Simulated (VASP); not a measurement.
Runs of VASP 6.6.1 on LaScF. The structure is that of space group P-6m2 (No. 187), or close to it. The cells are those of the table. The cell was generated, and may not be a known phase.

| task | cell | k mesh | cutoff (eV) | gap on the mesh (eV) | pressure (GPa) | relaxed volume (Å³/atom) |
| --- | --- | --- | --- | --- | --- | --- |
| relaxation of cell and atoms | relaxed from a = 4.076, b = 4.076, c = 4.409 Å, angles 90.0, 90.0, 120.0°, 3 atoms | 6 × 6 × 4 | 600 | none | -0.2 | (a) |
| relaxation of cell and atoms | relaxed from a = 3.657, b = 3.657, c = 6.515 Å, angles 90.0, 90.0, 120.0°, 3 atoms | 12 × 12 × 8 | 600 | none | 0.0 | 25.04 |
| single point | a = 3.650, b = 3.650, c = 6.505 Å, angles 90.0, 90.0, 120.0°, 3 atoms | 12 × 12 × 8 | 520 | none | 0.2 | - |
| single point | a = 4.076, b = 4.076, c = 4.409 Å, angles 90.0, 90.0, 120.0°, 3 atoms | 6 × 6 × 4 | 520 | none | 5.1 | - |
| single point | a = 3.657, b = 3.657, c = 6.515 Å, angles 90.0, 90.0, 120.0°, 3 atoms | 6 × 6 × 4 | 520 | none | 0.2 | - |

Alike in all rows: level PBE; potentials or basis VASP PAW PBE potentials, release 64 (La, Sc_sv, F); no spin polarisation; smearing gaussian 0.1 eV.

Estimate the missing entries.

(a) 23.72.

Caveats: spin-orbit coupling is left out, which moves the levels of the heavy elements; an odd number of electrons without spin polarisation forces a metal; a magnetic or distorted state may lie lower; a cell axis changed by over 15 % at a fixed basis, so the end point is rough (at least some runs); the stress differs along the axes, from 2 to 12 GPa (at least some runs).

A k mesh can miss the band edges, and the runs leave out spin-orbit coupling on La.

A gap of «none» marks levels without a gap at the run's occupations.
